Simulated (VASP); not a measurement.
# Ge (Cmcm) in VASP: density of states with PBE

Aim: the density of states of Ge with PBE.

All numbers are computed with VASP 6.6.1; they aren't measurements. Logs are shortened: lines on timing, memory, paths and dates and some standing lists are left out, and cuts for length are marked.

## (1) The cell of the first run

The structure is orthorhombic, space group Cmcm (No. 63). Conventional cell: a = 2.976 Å, b = 5.189 Å, c = 4.728 Å, α = 90.00°, β = 90.00°, γ = 90.00°. Ge (site symmetry m2m) has 12 Ge at 2.92 to 2.99 Å within 3.9 Å.

## (2) Density of states, PBE

POSCAR

```
Ge
1.0
    1.4880529250     -2.5946896100      0.0000000000
    1.4880529250      2.5946896100      0.0000000000
    0.0000000000      0.0000000000      4.7275957900
Ge
2
Direct
    0.3334466300      0.6665533700      0.2500000000
    0.6665533700      0.3334466300      0.7500000000
```

INCAR.step1

```
SYSTEM = Ge
ALGO = Normal
EDIFF = 1E-6
ENCUT = 520
GGA = PE
ISIF = 2
ISMEAR = -1
LASPH = .True.
LCHARG = .True.
LREAL = .False.
LWAVE = .False.
NBANDS = 21
NELM = 80
PREC = Accurate
SIGMA = 0.05
```

KPOINTS.step1

```
k-points
0
Gamma
  10 10 6
  0 0 0
```

INCAR.step2

```
SYSTEM = Ge
ALGO = Normal
EDIFF = 1E-6
ENCUT = 520
GGA = PE
ICHARG = 11
ISIF = 2
ISMEAR = -5
LASPH = .True.
LCHARG = .False.
LORBIT = 11
LREAL = .False.
LWAVE = .False.
NEDOS = 1001
NELM = 80
PREC = Accurate
SIGMA = 0.05
```

KPOINTS.step2

```
k-points
0
Gamma
  15 15 9
  0 0 0
```

Potentials or basis: VASP PAW PBE potentials, release 64 (Ge_d).

Launch:

```
> cat potpaw_PBE.64/Ge_d/POTCAR > POTCAR
> cp INCAR.step1 INCAR
> cp KPOINTS.step1 KPOINTS
> mpirun -np 1 vasp_std > vasp.out
> cp INCAR.step2 INCAR
> cp KPOINTS.step2 KPOINTS
> mpirun -np 1 vasp_std > vasp.out
```

OUTCAR:

```text
SYSTEM = Ge
   EDIFF = 1E-6
   ENCUT = 520
   GGA = PE
   ICHARG = 11
   ISIF = 2
   ISMEAR = -5
   LASPH = .True.
   LORBIT = 11
   LREAL = .False.
   NELM = 80
   PREC = Accurate

 ion  position               nearest neighbor table
   1  0.333  0.667  0.250-
   2  0.667  0.333  0.750-

  LATTYP: Found a base centered orthorhombic cell.
 ALAT       =     2.9761058500
 B/A-ratio  =     1.7436809984
 C/A-ratio  =     1.5885173540

  Lattice vectors:

 A1 = (   1.4880529250,  -2.5946896100,   0.0000000000)
 A2 = (   1.4880529250,   2.5946896100,   0.0000000000)
 A3 = (   0.0000000000,   0.0000000000,   4.7275957900)

Analysis of symmetry for initial positions (statically):
=====================================================================
 Subroutine PRICEL returns:
 Original cell was already a primitive cell.

 Routine SETGRP: Setting up the symmetry group for a
 base centered orthorhombic supercell.

 Subroutine GETGRP returns: Found  8 space group operations
 (whereof  4 operations were pure point group operations)
 out of a pool of  8 trial point group operations.

The static configuration has the point symmetry C_2h.
 The point group associated with its full space group is D_2h.

Analysis of symmetry for dynamics (positions and initial velocities):
=====================================================================
 Subroutine PRICEL returns:
 Original cell was already a primitive cell.

 Routine SETGRP: Setting up the symmetry group for a
 base centered orthorhombic supercell.

 Subroutine GETGRP returns: Found  8 space group operations
 (whereof  4 operations were pure point group operations)
 out of a pool of  8 trial point group operations.

The dynamic configuration has the point symmetry C_2h.
 The point group associated with its full space group is D_2h.

 Subroutine INISYM returns: Found  8 space group operations
 (whereof  4 operations are pure point group operations),
 and found     1 'primitive' translations

----------------------------------------------------------------------------------------

                                     Primitive cell

  volume of cell :      36.5068

  direct lattice vectors                    reciprocal lattice vectors
     1.488052925 -2.594689610  0.000000000     0.336009554 -0.192701277  0.000000000
     1.488052925  2.594689610  0.000000000     0.336009554  0.192701277  0.000000000
     0.000000000  0.000000000  4.727595790     0.000000000  0.000000000  0.211524006

  length of vectors
     2.991106096  2.991106096  4.727595790     0.387345069  0.387345069  0.211524006

  position of ions in fractional coordinates (direct lattice)
     0.333446630  0.666553370  0.250000000
     0.666553370  0.333446630  0.750000000

  ion indices of the primitive-cell ions
   primitive index   ion index
                 1           1
                 2           2

----------------------------------------------------------------------------------------

 KPOINTS: k-points

Automatic generation of k-mesh.
 Grid dimensions read from file:
 generate k-points for:   15   15    9

 Generating k-lattice:

  Cartesian coordinates                     Fractional coordinates (reciprocal lattice)
     0.022400637 -0.012846752  0.000000000     0.066666667  0.000000000  0.000000000
     0.022400637  0.012846752  0.000000000     0.000000000  0.066666667  0.000000000
     0.000000000  0.000000000  0.023502667     0.000000000  0.000000000  0.111111111

  Length of vectors
     0.025823005  0.025823005  0.023502667

  Shift w.r.t. Gamma in fractional coordinates (k-lattice)
     0.000000000  0.000000000  0.000000000

 TETIRR: Found   3044 inequivalent tetrahedra from    12150

 Subroutine IBZKPT returns following result:
 ===========================================

 Found    320 irreducible k-points:

 Following reciprocal coordinates:
            Coordinates               Weight
  0.000000  0.000000  0.000000      1.000000
  0.066667  0.000000  0.000000      4.000000
  0.133333  0.000000  0.000000      4.000000
  0.200000  0.000000  0.000000      4.000000
  0.266667  0.000000  0.000000      4.000000
  0.333333  0.000000  0.000000      4.000000
[... 16 lines left out ...]
  0.133333  0.133333  0.000000      2.000000
  0.200000  0.133333  0.000000      4.000000
 [... further k-points ...]
   k-points           NKPTS =    320   k-points in BZ     NKDIM =    320   number of bands    NBANDS=     18
   number of dos      NEDOS =   1001   number of ions     NIONS =      2
   total plane-waves  NPLWV =  20736
   dimension x,y,z NGX =    24 NGY =   24 NGZ =   36
   dimension x,y,z NGXF=    48 NGYF=   48 NGZF=   72
   ions per type =               2
   NGX,Y,Z   is equivalent  to a cutoff of  13.34, 13.34, 12.66 a.u.
   NGXF,Y,Z  is equivalent  to a cutoff of  26.68, 26.68, 25.32 a.u.
 SYSTEM =  Ge
   PREC   = accura    normal or accurate (medium, high low for compatibility)
   ISTART =      0    job   : 0-new  1-cont  2-samecut
   ICHARG =     11    charge: 1-file 2-atom 10-const
   ISPIN  =      1    spin polarized calculation?
   LNONCOLLINEAR =      F non collinear calculations
   LSORBIT =      F    spin-orbit coupling
   LASPH  =      T    aspherical Exc in radial PAW
   ENCUT  =  520.0 eV  38.22 Ry    6.18 a.u.   5.56  5.56  8.79*2*pi/ulx,y,z
   NELM   =     80;   NELMIN=  2; NELMDL=  0     # of ELM steps
   EDIFF  = 0.1E-05   stopping-criterion for ELM
   LREAL  =      F    real-space projection
   EDIFFG = 0.1E-04   stopping-criterion for IOM
   NSW    =      0    number of steps for IOM
   IBRION =     -1    ionic relax: 0-MD 1-quasi-New 2-CG
   NFREE  =      0    steps in history (QN), initial steepest desc. (CG)
   ISIF   =      2    stress and relaxation
   ISYM   =      2    0-nonsym 1-usesym 2-fastsym
   POTIM  = 0.5000    time-step for ionic-motion
   TEBEG  =    0.0;   TEEND  =   0.0 temperature during run
   PSTRESS=    0.0 pullay stress
   NELECT =      28.0000    total number of electrons
   NUPDOWN=      -1.0000    fix difference up-down
   EMIN   =  10.00;   EMAX   =-10.00  energy-range for DOS
   EFERMI =   0.00;   METHOD = LEGACY
   ISMEAR =    -5;   SIGMA  =   0.05  broadening in eV -4-tet -1-fermi 0-gaus
   EFERMI_NEDOS =   21; number of points for ismear=-14 and -15
   IALGO  =     38    algorithm
   IMIX   =      4    mixing-type and parameters
     AMIX     =   0.40;   BMIX     =  1.00
     AMIX_MAG =   1.60;   BMIX_MAG =  1.00
  volume/ion in A,a.u.               =      18.25       123.18
  Fermi-wavevector in a.u.,A,eV,Ry     =   1.498544  2.831837 30.553703  2.245634
  Thomas-Fermi vector in A             =   2.610289
   LORBIT       =     11    0 simple, 1 ext, 2 COOP (PROOUT), +10 PAW based schemes
   GGA     = PE    functional components
   LHFCALC =     F    Hartree Fock is set to
   AEXX    =    0.0000 exact exchange contribution
   IVDW    =     0    specifies the selected vdW correction
   LEPSILON=     F    determine dielectric tensor
   LRPA    =     F    only Hartree local field effects (RPA)
 non-spin polarized calculation
 Fermi weights with tetrahedron method with Bloechl corrections
  energy-cutoff  :      520.00
  volume of cell :       36.51
 maximum number of plane-waves:      1014

 number of electron      28.0000012 magnetization

 Free energy of the ion-electron system (eV)
  ---------------------------------------------------
  ext. energy  EPLUGINS =         0.00000000
  ---------------------------------------------------
  free energy    TOTEN  =        -8.33979824 eV

  energy without entropy =       -8.33979824  energy(sigma->0) =       -8.33979824

 E-fermi :   7.1798     XC(G=0): -11.4668

 val. band max:        7.1668630077   @ k =   0.3333   0.2667   0.0000
 cond. band min:       6.8114888470   @ k =   0.4000   0.4000   0.0000
 fundamental gap:     -0.3553741606
 Fermi energy:         7.1798069725

 k-point     1 :       0.0000    0.0000    0.0000
  band No.  band energies     occupation
      1     -17.5982      2.00000
      2     -17.5887      2.00000
      3     -17.5859      2.00000
      4     -17.5849      2.00000
      5     -17.5794      2.00000
      6     -17.5762      2.00000
[... 10 lines left out ...]
     17      15.8777      0.00000
     18      17.1850      0.00000

 k-point     2 :       0.0667    0.0000    0.0000
  band No.  band energies     occupation
      1     -17.5984      2.00000
      2     -17.5918      2.00000
      3     -17.5838      2.00000
      4     -17.5782      2.00000
      5     -17.5764      2.00000
      6     -17.5737      2.00000
[... 10 lines left out ...]
     17      16.0372      0.00000
     18      17.0042      0.00000

 k-point     3 :       0.1333    0.0000    0.0000
  band No.  band energies     occupation
      1     -17.6053      2.00000
      2     -17.5900      2.00000
      3     -17.5739      2.00000
      4     -17.5727      2.00000
      5     -17.5722      2.00000
      6     -17.5717      2.00000
[... 10 lines left out ...]
     17      16.1458      0.00000
     18      16.3404      0.00000

 k-point     4 :       0.2000    0.0000    0.0000
  band No.  band energies     occupation
      1     -17.6162      2.00000
      2     -17.5861      2.00000
      3     -17.5801      2.00000
      4     -17.5779      2.00000
      5     -17.5691      2.00000
      6     -17.5569      2.00000
[... 375 lines left out ...]
      4     -17.5801      2.00000
      5     -17.5767      2.00000
      6     -17.5726      2.00000
[... 10 lines left out ...]
     17      16.1186      0.00000
     18      16.9959      0.00000

 k-point    23 :       0.1333    0.1333    0.0000
  band No.  band energies     occupation
      1     -17.6033      2.00000
      2     -17.6026      2.00000
      3     -17.5866      2.00000
      4     -17.5792      2.00000
      5     -17.5627      2.00000
      6     -17.5557      2.00000
[... 10 lines left out ...]
     17      14.1848      0.00000
     18      14.5744      0.00000

 k-point    24 :       0.2000    0.1333    0.0000
  band No.  band energies     occupation
      1     -17.6131      2.00000
      2     -17.5977      2.00000
      3     -17.5949      2.00000
      4     -17.5830      2.00000
      5     -17.5586      2.00000
      6     -17.5429      2.00000
[... 10 lines left out ...]
     17      13.1949      0.00000
     18      13.3165      0.00000

 [... further k-points ...]
[... 5 lines left out ...]
  --------------------------------------------------------------------------------------
  -------------------------------------------------------------------------------------
  Total        0.8702342      0.8358892      1.1859004      0.0000000      0.0000000      0.0000000
  in kB       38.1920178     36.6847152     52.0456767      0.0000000      0.0000000      0.0000000
  external PRESSURE =      42.3074699 kB  Pullay stress =       0.0000000 kB

 VOLUME and BASIS-vectors are now :
 -----------------------------------------------------------------------------
  energy-cutoff  :      520.00
  volume of cell :       36.51
      direct lattice vectors                 reciprocal lattice vectors
     1.488052925 -2.594689610  0.000000000     0.336009554 -0.192701277  0.000000000
     1.488052925  2.594689610  0.000000000     0.336009554  0.192701277  0.000000000
     0.000000000  0.000000000  4.727595790     0.000000000  0.000000000  0.211524006

 POSITION                                       TOTAL-FORCE (eV/Angst)
 -----------------------------------------------------------------------------------
      1.48805      0.86431      1.18190         0.000000     -0.004476      0.000000
      1.48805     -0.86431      3.54570         0.000000      0.004476     -0.000000
 -----------------------------------------------------------------------------------
    total drift:                                0.000000     -0.000000      0.000000

  FREE ENERGIE OF THE ION-ELECTRON SYSTEM (eV)
  ---------------------------------------------------
  free  energy   TOTEN  =        -8.3397982404 eV

  energy  without entropy=       -8.3397982404  energy(sigma->0) =       -8.33979824

 total charge

# of ion       s       p       d       tot
------------------------------------------
    1        1.269   0.909  10.028  12.207
    2        1.269   0.909  10.028  12.207
--------------------------------------------------
tot          2.539   1.819  20.055  24.413
```

It used 320 s of CPU time on 1 thread of AMD EPYC 7R13 Processor (Zen 3) (shared host).

What came out:

| Property | Result |
| --- | --- |
| Valence electrons inside the program's atomic spheres | Ge 12.21 |

Caveat: tetrahedron occupations give inexact forces and stress in metals.
